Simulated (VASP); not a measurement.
# PbO2 (Fm-3m) in VASP: further runs, part 2 of 2

VASP 6.6.1.

## (3) Single point, PBE

INCAR reads:

```
SYSTEM = PbO2
PREC     = Accurate       ! precision mode
ENCUT    = 520            ! plane-wave cutoff, eV
EDIFF    = 1E-6           ! SCF threshold, eV
ISMEAR   = -4             ! smearing method
SIGMA    = 0.1            ! smearing width, eV
LREAL    = .False.        ! projectors in reciprocal space
LASPH    = .True.         ! aspherical terms in the spheres
NELM     = 80             ! most SCF steps
ALGO     = Normal         ! electronic algorithm
ISIF     = 2              ! what is computed and relaxed
LWAVE    = .False.        ! write WAVECAR
LCHARG   = .True.         ! write CHGCAR
GGA      = PE             ! functional
LELF     = .True.         ! ELF
LVHAR    = .True.       
NBANDS   = 20             ! bands
```

KPOINTS reads:

```
regular mesh
0
Gamma
  6 6 6
  0 0 0
```

POSCAR reads:

```
PbO2
1.0
    0.0000000000      2.7019920000      2.7019920000
    2.7019920000      0.0000000000      2.7019920000
    2.7019920000      2.7019920000      0.0000000000
Pb O
1 2
Direct
    0.0000000000      0.0000000000      0.0000000000
    0.2500000000      0.2500000000      0.2500000000
    0.7500000000      0.7500000000      0.7500000000
```

Potentials or basis: VASP PAW PBE potentials, release 64 (Pb_d, O).

Run with:

```console
$ cat potpaw_PBE.64/Pb_d/POTCAR potpaw_PBE.64/O/POTCAR > POTCAR
$ mpirun -np 1 vasp_std > vasp.out
```

OUTCAR:

```text
SYSTEM = PbO2
   PREC = Accurate
   ENCUT = 520
   EDIFF = 1E-6
   ISMEAR = -4
   LREAL = .False.
   LASPH = .True.
   NELM = 80
   ISIF = 2
   GGA = PE

 ion  position               nearest neighbor table
   1  0.000  0.000  0.000-   3 2.34   3 2.34   3 2.34   2 2.34   2 2.34   2 2.34   3 2.34   2 2.34

   2  0.250  0.250  0.250-   1 2.34   1 2.34   1 2.34   1 2.34
   3  0.750  0.750  0.750-   1 2.34   1 2.34   1 2.34   1 2.34

  LATTYP: Found a face centered cubic cell.
 ALAT       =     5.4039840000

  Lattice vectors:

 A1 = (   0.0000000000,   2.7019920000,   2.7019920000)
 A2 = (   2.7019920000,   0.0000000000,   2.7019920000)
 A3 = (   2.7019920000,   2.7019920000,   0.0000000000)

Analysis of symmetry for initial positions (statically):
=====================================================================
 Subroutine PRICEL returns:
 Original cell was already a primitive cell.

 Routine SETGRP: Setting up the symmetry group for a
 face centered cubic supercell.

 Subroutine GETGRP returns: Found 48 space group operations
 (whereof 48 operations were pure point group operations)
 out of a pool of 48 trial point group operations.

[... 155 lines left out ...]
  energy without entropy =      -15.60126124  energy(sigma->0) =      -15.60126124

 E-fermi :   5.5506     XC(G=0): -11.1436

 val. band max:        5.6252798173   @ k =  -0.3333   0.5000   0.1667
 cond. band min:       5.9358263563   @ k =   0.1667   0.1667   0.0000
 fundamental gap:      0.3105465390
 Fermi energy:         5.5506292580

 k-point     1 :       0.0000    0.0000    0.0000
  band No.  band energies     occupation
      1     -12.8672      2.00000
      2     -10.0580      2.00000
      3     -10.0580      2.00000
      4     -10.0580      2.00000
      5     -10.0571      2.00000
      6      -9.8265      2.00000
[... 357 lines left out ...]
     19      22.1518      0.00000
     20      22.5117      0.00000

------------------------ aborting loop because EDIFF is reached ----------------------------------------

  FORCE on cell =-STRESS in cart. coord.  units (eV):
  Direction    XX          YY          ZZ          XY          YZ          ZX
  --------------------------------------------------------------------------------------
  -------------------------------------------------------------------------------------
  Total        0.0873942      0.0873942      0.0873942      0.0000000      0.0000000      0.0000000
  in kB        3.5490404      3.5490404      3.5490404      0.0000000      0.0000000      0.0000000
  external PRESSURE =       3.5490404 kB  Pullay stress =       0.0000000 kB

 VOLUME and BASIS-vectors are now :
 -----------------------------------------------------------------------------
  energy-cutoff  :      520.00
  volume of cell :       39.45
      direct lattice vectors                 reciprocal lattice vectors
     0.000000000  2.701992000  2.701992000    -0.185048660  0.185048660  0.185048660
     2.701992000  0.000000000  2.701992000     0.185048660 -0.185048660  0.185048660
     2.701992000  2.701992000  0.000000000     0.185048660  0.185048660 -0.185048660

 POSITION                                       TOTAL-FORCE (eV/Angst)
 -----------------------------------------------------------------------------------
      0.00000      0.00000      0.00000        -0.000000     -0.000000     -0.000000
      1.35100      1.35100      1.35100         0.000000      0.000000      0.000000
      4.05299      4.05299      4.05299        -0.000000     -0.000000     -0.000000
 -----------------------------------------------------------------------------------
    total drift:                                0.000000      0.000000      0.000000

  FREE ENERGIE OF THE ION-ELECTRON SYSTEM (eV)
  ---------------------------------------------------
  free  energy   TOTEN  =       -15.6012612413 eV

  energy  without entropy=      -15.6012612413  energy(sigma->0) =      -15.60126124
```

stdout:

```text
POSCAR found type information on POSCAR PbO
 POSCAR found :  2 types and       3 ions
 scaLAPACK will be used
 LDA part: xc-table for (Slater+PW92), standard interpolation
 POSCAR, INCAR and KPOINTS ok, starting setup
 FFT: planning ... GRIDC
 FFT: planning ... GRID_SOFT
 FFT: planning ... GRID
 WAVECAR not read
 entering main loop
 -----------------------------------------------------------------------------
|                                                                             |
|           W    W    AA    RRRRR   N    N  II  N    N   GGGG   !!!           |
|           W    W   A  A   R    R  NN   N  II  NN   N  G    G  !!!           |
|           W    W  A    A  R    R  N N  N  II  N N  N  G       !!!           |
|           W WW W  AAAAAA  RRRRR   N  N N  II  N  N N  G  GGG   !            |
|           WW  WW  A    A  R   R   N   NN  II  N   NN  G    G                |
|           W    W  A    A  R    R  N    N  II  N    N   GGGG   !!!           |
|                                                                             |
|     Tetrahedron method does not include variations of the Fermi             |
|     occupations, so forces and stress will be inaccurate. We suggest        |
|     using a different smearing scheme ISMEAR = 1 or 2 for metals in         |
|     relaxations.                                                            |
|                                                                             |
 -----------------------------------------------------------------------------
```

It took 12 s on 1 thread of AMD EPYC 7R43 (Zen 3), shared host; peak memory 0.12 GiB.

What came out:

```
Free energy            : -15.6013 eV
Pressure               : 0.4 GPa
Band gap on the k mesh : zero (band 13 reaches 5.63 eV, above the bottom of band 14 at 4.44 eV)
```

Levels at points of the mesh, in eV from the Fermi level:
```csv
k point,band 9,band 10,band 11,band 12,band 13,band 14,band 15,band 16,band 17,band 18
"(0.00, 0.00, 0.00)",-1.88,-1.88,-1.88,-1.11,-1.11,-1.11,7.07,7.07,7.07,11.86
"(0.50, 0.00, 0.00)",-3.19,-2.67,-2.67,-1.32,-1.32,2.65,7.22,9.58,9.58,14.46
"(0.50, 0.50, 0.00)",-4.37,-4.37,-0.15,-0.05,-0.05,1.75,6.27,9.53,10.89,10.89
```

Caveat: spin-orbit coupling is left out, which moves the levels of the heavy elements.
